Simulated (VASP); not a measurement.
A run of VASP 6.6.1 is set up as follows.

File INCAR:

```
SYSTEM = PbSe
PREC = Accurate
ENCUT = 520
EDIFF = 1E-6
ISMEAR = 0
SIGMA = 0.02
LREAL = .False.
LASPH = .True.
NELM = 60
ALGO = Normal
ISIF = 2
LWAVE = .False.
LCHARG = .True.
GGA = PE
LELF = .True.
LVHAR = .True.
NBANDS = 28
```

File KPOINTS:

```
Automatic mesh
0
Gamma
  10 10 10
  0 0 0
```

The input POSCAR:

```
PbSe
1.0
   -2.0121328571      2.0121328571      7.4680139241
    2.0121328571     -2.0121328571      7.4680139241
    2.0121328571      2.0121328571     -7.4680139241
Pb Se
2 2
Direct
    0.2924666910      0.2924666910      0.0000000000
    0.0424666910      0.5424666910      0.5000000000
    0.7075333090      0.7075333090      0.0000000000
    0.4575333090      0.9575333090      0.5000000000
```

Potentials or basis: VASP PAW PBE potentials, release 64 (Pb_d, Se).

Command:

```console
$ cat potpaw_PBE.64/Pb_d/POTCAR potpaw_PBE.64/Se/POTCAR > POTCAR
$ mpirun -np 1 vasp_std > vasp.out
```

Question: Estimate the band gap on the k mesh.

Answer: 0.64 eV (least direct gap 1.50 eV).

Question: Estimate the pressure.

Answer: 0.0 GPa.

Forces in eV/Å, atoms in the order of the input:
```
Pb   0.000  0.000 -0.002
Pb   0.000  0.000 -0.002
Se   0.000  0.000  0.002
Se   0.000  0.000  0.002
```

Caveat: spin-orbit coupling is left out, which moves the levels of the heavy elements. A k mesh can miss the band edges.
